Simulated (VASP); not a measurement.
YHg, 2 atoms in the cell. Symmetry: P4mm, No. 99, tetragonal system. Conventional cell: a = 3.682 Å, b = 3.682 Å, c = 3.682 Å, α = 90.00°, β = 90.00°, γ = 90.00°. Within 4.1 Å of Y (site symmetry 4mm) lie 8 Hg at 3.09 to 3.29 Å and 6 Y at 3.68 Å. Within 4.1 Å of Hg (site symmetry 4mm) lie 8 Y at 3.09 to 3.29 Å and 6 Hg at 3.68 Å.  This cell differs from its parent crystal: all Y atoms moved +0.175 Å, as atom 1 along Cartesian [0 0 1].

- Program: VASP 6.6.1
- Task: single point
- Functional: PBEsol
- Potentials or basis: VASP PAW PBE potentials, release 64 (Y_sv, Hg)
- Cutoff: 520 eV
- k mesh: 14 × 14 × 14
- Occupations: gaussian, width 0.15 eV
- Spin: no spin polarisation
- Dipole correction: no
- Further INCAR settings: ALGO = Fast; EDIFF = 1e-06; NBANDS = 18

Potentials or basis: VASP PAW PBE potentials, release 64 (Y_sv, Hg).

Launch:

```sh
$ cat potpaw_PBE.64/Y_sv/POTCAR potpaw_PBE.64/Hg/POTCAR > POTCAR
$ mpirun -np 1 vasp_std > vasp.out
```

Hardware: 1 thread of Intel(R) Xeon(R) 6975P-C (Granite Rapids), on a shared host.

**Question.** How long does it take, and how much memory?

**Answer.** Run time: 2 min on 1 thread of Intel(R) Xeon(R) 6975P-C (Granite Rapids), with other jobs on the host, peak memory 0.41 GiB. Counts: scf iterations 18, k points 288.
